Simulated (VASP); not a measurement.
Set up this calculation in VASP 6.6.1, as the native input.

```
Task                   : single point
Functional             : PBE
Potentials or basis    : VASP PAW PBE potentials, release 64 (Sc_sv)
Cutoff                 : 500 eV
k mesh                 : 17 × 17 × 17
Occupations            : gaussian, width 0.1 eV
Spin                   : no spin polarisation
Dipole correction      : no
Further INCAR settings : ALGO = Normal; EDIFF = 1e-06; NBANDS = 12
```

The structure of Sc lies in POSCAR:

```
Sc
1.0
   -1.9172054859      1.9172054859      1.7176030000
    1.9172054859     -1.9172054859      1.7176030000
    1.9172054859      1.9172054859     -1.7176030000
Sc
1
Direct
    0.0000000000      0.0000000000      0.0000000000
```

One way to write it, as run:

INCAR

```
SYSTEM = Sc
PREC     = Accurate       ! precision mode
ENCUT    = 500            ! plane-wave cutoff, eV
EDIFF    = 1E-6           ! SCF threshold, eV
ISMEAR   = 0              ! smearing method
SIGMA    = 0.1            ! smearing width, eV
LREAL    = .False.        ! projectors in reciprocal space
LASPH    = .True.         ! aspherical terms in the spheres
NELM     = 120            ! most SCF steps
ALGO     = Normal         ! electronic algorithm
ISIF     = 2              ! what is computed and relaxed
LWAVE    = .False.        ! write WAVECAR
LCHARG   = .False.        ! write CHGCAR
GGA      = PE             ! functional
NBANDS   = 12             ! bands
GGA_COMPAT= .False.
```

KPOINTS

```
Automatic mesh
0
Gamma
  17 17 17
  0 0 0
```

Potentials or basis: VASP PAW PBE potentials, release 64 (Sc_sv).

The run is started by

```console
$ cat potpaw_PBE.64/Sc_sv/POTCAR > POTCAR
$ mpirun -np 1 vasp_std > vasp.out
```

It gave:

```
Pressure               : -0.8 GPa
Band gap on the k mesh : zero (an odd number of electrons rules out a gap without spin polarisation)
```

It took 73 s on 1 thread of Intel Xeon 8259CL (shared host), peak memory 0.22 GiB.
